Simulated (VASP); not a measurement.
# Al8Ru7 (a cell with a defect) in VASP: single point with PBE

Aim: the single point of Al8Ru7 (a cell with a defect) with PBE.

Everything below comes from runs of VASP 6.6.1. Logs are shortened: lines on timing, memory, paths and dates and some standing lists are left out, and cuts for length are marked.

## (1) The cell of the first run

The cell holds a defect, 15 atoms: a = 6.007 Å, b = 6.007 Å, c = 6.007 Å, α = 90.00°, β = 90.00°, γ = 90.00°.

## (2) Single point, PBE

INCAR reads:

```
PREC = Accurate
ENCUT = 520
EDIFF = 1E-6
ISMEAR = 1
SIGMA = 0.1
LREAL = Auto
LASPH = T
NELM = 100
ALGO = Normal
ISIF = 2
LWAVE = F
LCHARG = F
GGA = PE
NBANDS = 74
```

KPOINTS reads:

```
regular mesh
0
Gamma
  3 3 3
```

POSCAR reads:

```
Al8Ru7
1.0
    6.0068828300      0.0000000000      0.0000000000
    0.0000000000      6.0068828300      0.0000000000
    0.0000000000      0.0000000000      6.0068828300
Al Ru
8 7
Direct
    0.0084587966      0.0059866325      0.0009274361
   -0.0204518722     -0.0233194161      0.5001642424
    0.0085097382      0.4908028146      0.0013437918
   -0.0205982043      0.5197792413      0.4997513827
    0.4933369077      0.0059501743      0.0006359372
    0.5219713933     -0.0228181577      0.5003347135
    0.4932516721      0.4908098066      0.0011283723
    0.5226699253      0.5197840691      0.5000272329
    0.2504203998      0.2491796565      0.3661334942
    0.2507986326      0.7492202074      0.2483745800
    0.2508563997      0.7474062883      0.7491331407
    0.7504188325      0.2485616987      0.2483910611
    0.7514591391      0.2484453322      0.7491188237
    0.7507169904      0.7486716700      0.2333335009
    0.7509447292      0.7482707966      0.7632028341
```

Potentials or basis: VASP PAW PBE potentials, release 64 (Al, Ru_pv).

Command:

```
> cat potpaw_PBE.64/Al/POTCAR potpaw_PBE.64/Ru_pv/POTCAR > POTCAR
> mpirun -np 1 vasp_std > vasp.out
```

OUTCAR:

```text
PREC = Accurate
   ENCUT = 520
   EDIFF = 1E-6
   ISMEAR = 1
   LREAL = Auto
   LASPH = T
   NELM = 100
   ISIF = 2
   GGA = PE

 ion  position               nearest neighbor table
   1  0.008  0.006  0.001-  10 2.59  14 2.60  12 2.60  13 2.61  11 2.61  15 2.61   3 2.91   5 2.91
                             2 3.01   9 3.01   2 3.02   5 3.09   3 3.09
   2  0.980  0.977  0.500-   9 2.44  15 2.50  14 2.52  13 2.60  11 2.61  10 2.61  12 2.62   4 2.74
                             6 2.75   1 3.01   1 3.02   6 3.26   4 3.26
   3  0.009  0.491  0.001-  12 2.59  10 2.59  14 2.60  11 2.61  13 2.61  15 2.61   7 2.91   1 2.91
                             9 3.00   4 3.00   4 3.02   1 3.09   7 3.10
   4  0.979  0.520  0.500-   9 2.44  15 2.50  14 2.52  11 2.60  13 2.60  12 2.61  10 2.61   8 2.74
                             2 2.74   3 3.00   3 3.02   2 3.26   8 3.26
   5  0.493  0.006  0.001-  10 2.59  12 2.59  14 2.59  13 2.61  11 2.61  15 2.61   7 2.91   1 2.91
                             6 3.01   9 3.01   6 3.02   1 3.09   7 3.09
   6  0.522  0.977  0.500-   9 2.45  15 2.51  14 2.52  13 2.61  11 2.61  10 2.61  12 2.61   8 2.75
                             2 2.75   5 3.01   5 3.02   2 3.26   8 3.26
   7  0.493  0.491  0.001-  12 2.59  10 2.60  14 2.60  11 2.61  13 2.61  15 2.61   3 2.91   5 2.91
                             9 3.01   8 3.01   8 3.02   5 3.09   3 3.10
   8  0.523  0.520  0.500-   9 2.44  15 2.50  14 2.52  11 2.60  13 2.60  12 2.61  10 2.62   4 2.74
                             6 2.75   7 3.01   7 3.02   6 3.26   4 3.26
   9  0.250  0.249  0.366-   4 2.44   8 2.44   2 2.44   6 2.45   3 3.00   7 3.01   1 3.01   5 3.01
                            10 3.09  12 3.09  12 3.09  10 3.09
  10  0.251  0.749  0.248-   1 2.59   5 2.59   3 2.59   7 2.60   2 2.61   6 2.61   4 2.61   8 2.62
                            11 3.00  14 3.00  14 3.01  11 3.01   9 3.09   9 3.09
  11  0.251  0.747  0.749-   4 2.60   8 2.60   7 2.61   2 2.61   3 2.61   6 2.61   5 2.61   1 2.61
                            10 3.00  15 3.00  15 3.01  10 3.01
  12  0.750  0.249  0.248-   7 2.59   3 2.59   5 2.59   1 2.60   8 2.61   4 2.61   6 2.61   2 2.62
                            13 3.00  14 3.00  14 3.01  13 3.01   9 3.09   9 3.09
  13  0.751  0.248  0.749-   4 2.60   2 2.60   8 2.60   6 2.61   1 2.61   3 2.61   5 2.61   7 2.61
                            12 3.00  15 3.00  15 3.01  12 3.01
  14  0.751  0.749  0.233-   8 2.52   2 2.52   4 2.52   6 2.52   5 2.59   1 2.60   7 2.60   3 2.60
                            15 2.82  12 3.00  10 3.00  10 3.01  12 3.01  15 3.18
  15  0.751  0.748  0.763-   8 2.50   2 2.50   4 2.50   6 2.51   5 2.61   1 2.61   7 2.61   3 2.61
                            14 2.82  13 3.00  11 3.00  11 3.01  13 3.01  14 3.18

  LATTYP: Found a simple cubic cell.
 ALAT       =     6.0068828300

  Lattice vectors:

 A1 = (   6.0068828300,   0.0000000000,   0.0000000000)
 A2 = (   0.0000000000,   6.0068828300,   0.0000000000)
 A3 = (   0.0000000000,   0.0000000000,   6.0068828300)

[... 166 lines left out ...]
   GGA     = PE    functional components
   LHFCALC =     F    Hartree Fock is set to
   AEXX    =    0.0000 exact exchange contribution
   IVDW    =     0    specifies the selected vdW correction
   LEPSILON=     F    determine dielectric tensor
   LRPA    =     F    only Hartree local field effects (RPA)
 non-spin polarized calculation
 Methfessel and Paxton  Order N= 1 SIGMA  =   0.10
  energy-cutoff  :      520.00
  volume of cell :      216.74
 maximum number of plane-waves:      5868
 NGX is ok and might be reduce to    48
   NGX = 23   NGY = 23   NGZ = 23

 number of electron     121.9999984 magnetization

 Free energy of the ion-electron system (eV)
  ---------------------------------------------------
  ext. energy  EPLUGINS =         0.00000000
  ---------------------------------------------------
  free energy    TOTEN  =      -102.63610759 eV

  energy without entropy =     -102.62686139  energy(sigma->0) =     -102.63302552

 E-fermi :   9.5281     XC(G=0): -11.9895

 val. band max:        9.5170636320   @ k =   0.0000   0.3333   0.3333
 cond. band min:       9.5331089020   @ k =   0.0000   0.3333   0.0000
 fundamental gap:      0.0160452700
 Fermi energy:         9.5281235303

 k-point     1 :       0.0000    0.0000    0.0000
  band No.  band energies     occupation
      1     -32.3598      2.00000
      2     -32.3221      2.00000
      3     -32.3210      2.00000
      4     -32.3209      2.00000
      5     -32.3167      2.00000
      6     -32.2973      2.00000
[... 1053 lines left out ...]
     72      13.8608      0.00000
     73      14.1583      0.00000
 [bands above 73 left out]

------------------------ aborting loop because EDIFF is reached ----------------------------------------

  FORCE on cell =-STRESS in cart. coord.  units (eV):
  Direction    XX          YY          ZZ          XY          YZ          ZX
  --------------------------------------------------------------------------------------
  -------------------------------------------------------------------------------------
  Total        1.6310453      1.6423785     -4.4536429     -0.0038478     -0.0226193      0.0164356
  in kB       12.0567189     12.1404941    -32.9214145     -0.0284429     -0.1672025      0.1214922
  external PRESSURE =      -2.9080672 kB  Pullay stress =       0.0000000 kB

 VOLUME and BASIS-vectors are now :
 -----------------------------------------------------------------------------
  energy-cutoff  :      520.00
  volume of cell :      216.74
      direct lattice vectors                 reciprocal lattice vectors
     6.006882830  0.000000000  0.000000000     0.166475696  0.000000000  0.000000000
     0.000000000  6.006882830  0.000000000     0.000000000  0.166475696  0.000000000
     0.000000000  0.000000000  6.006882830     0.000000000  0.000000000  0.166475696

 POSITION                                       TOTAL-FORCE (eV/Angst)
 -----------------------------------------------------------------------------------
      0.05081      0.03596      0.00557         0.043872      0.044960      0.180506
      5.88403      5.86681      3.00443         0.122871      0.146859      0.167609
      0.05112      2.94819      0.00807         0.042059     -0.043184      0.188039
      5.88315      3.12225      3.00195         0.102401     -0.097686      0.177115
      2.96342      0.03574      0.00382        -0.045555      0.044504      0.180119
      3.13542      5.86982      3.00545        -0.121321      0.129623      0.172432
      2.96291      2.94824      0.00678        -0.042050     -0.043370      0.182414
      3.13962      3.12228      3.00360        -0.139713     -0.115437      0.167514
      1.50425      1.49679      2.19932         0.024068     -0.039887     -2.250721
      1.50652      4.50048      1.49196         0.010243     -0.015695      0.095370
      1.50687      4.48958      4.49996         0.003190      0.012560      0.191413
      4.50768      1.49308      1.49206         0.008129     -0.019324      0.092859
      4.51393      1.49238      4.49987        -0.007295     -0.006108      0.192488
      4.50947      4.49718      1.40161        -0.001031      0.000609      0.121042
      4.51084      4.49478      4.58447         0.000132      0.001575      0.141801
 -----------------------------------------------------------------------------------
    total drift:                               -0.001708      0.004413      0.004491

  FREE ENERGIE OF THE ION-ELECTRON SYSTEM (eV)
  ---------------------------------------------------
  free  energy   TOTEN  =      -102.6361075889 eV

  energy  without entropy=     -102.6268613925  energy(sigma->0) =     -102.63302552
```

OSZICAR:

```text
N       E                     dE             d eps       ncg     rms          rms(c)
DAV:   1     0.123357245500E+04    0.12336E+04   -0.67284E+04  2320   0.162E+03
DAV:   2    -0.397717767659E+02   -0.12733E+04   -0.12273E+04  2220   0.466E+02
DAV:   3    -0.105393133881E+03   -0.65621E+02   -0.63196E+02  2568   0.935E+01
DAV:   4    -0.107159087836E+03   -0.17660E+01   -0.17562E+01  2344   0.135E+01
DAV:   5    -0.107197532607E+03   -0.38445E-01   -0.38423E-01  2656   0.210E+00    0.303E+01
DAV:   6    -0.104641998234E+03    0.25555E+01   -0.39206E+01  2260   0.254E+01    0.110E+01
DAV:   7    -0.104695021858E+03   -0.53024E-01   -0.23733E+01  2304   0.235E+01    0.120E+01
DAV:   8    -0.102921287400E+03    0.17737E+01   -0.10652E+01  2352   0.121E+01    0.574E+00
DAV:   9    -0.102757305497E+03    0.16398E+00   -0.19035E+00  2408   0.698E+00    0.397E+00
DAV:  10    -0.102640336126E+03    0.11697E+00   -0.34364E-01  2330   0.314E+00    0.998E-01
DAV:  11    -0.102637208097E+03    0.31280E-02   -0.41245E-02  2408   0.953E-01    0.457E-01
DAV:  12    -0.102636761081E+03    0.44702E-03   -0.83656E-03  2362   0.666E-01    0.313E-01
DAV:  13    -0.102636295465E+03    0.46562E-03   -0.45621E-03  2348   0.423E-01    0.155E-01
DAV:  14    -0.102636236538E+03    0.58927E-04   -0.18964E-03  2488   0.245E-01    0.114E-01
DAV:  15    -0.102636120744E+03    0.11579E-03   -0.54361E-04  2420   0.136E-01    0.341E-02
DAV:  16    -0.102636110641E+03    0.10102E-04   -0.10520E-04  2318   0.618E-02    0.211E-02
DAV:  17    -0.102636108497E+03    0.21448E-05   -0.15984E-05  2356   0.278E-02    0.146E-02
DAV:  18    -0.102636107589E+03    0.90782E-06   -0.90890E-06  2086   0.196E-02
   1 F= -.10263611E+03 E0= -.10263303E+03  d E =-.924620E-02
```

Wall time 12 min (1 thread of Intel Xeon 8259CL, shared host); peak memory 0.4 GiB.

What came out:

```yaml
Free_energy: -102.6361 eV
Pressure: -0.3 GPa
Largest_force: 2.251 eV/Å
Band_gap_on_the_k_mesh: zero (bands 61 and 62 overlap by 0.46 eV)
```

Forces in eV/Å, atoms in the order of the input:
```
Al   0.044  0.045  0.181
Al   0.123  0.147  0.168
Al   0.042 -0.043  0.188
Al   0.102 -0.098  0.177
Al  -0.046  0.045  0.180
Al  -0.121  0.130  0.172
Al  -0.042 -0.043  0.182
Al  -0.140 -0.115  0.168
Ru   0.024 -0.040 -2.251
Ru   0.010 -0.016  0.095
Ru   0.003  0.013  0.191
Ru   0.008 -0.019  0.093
Ru  -0.007 -0.006  0.192
Ru  -0.001  0.001  0.121
Ru   0.000  0.002  0.142
```

Stress tensor (GPa, compression positive):
```
 1.21  0.00  0.01
 0.00  1.21 -0.02
 0.01 -0.02 -3.29
```
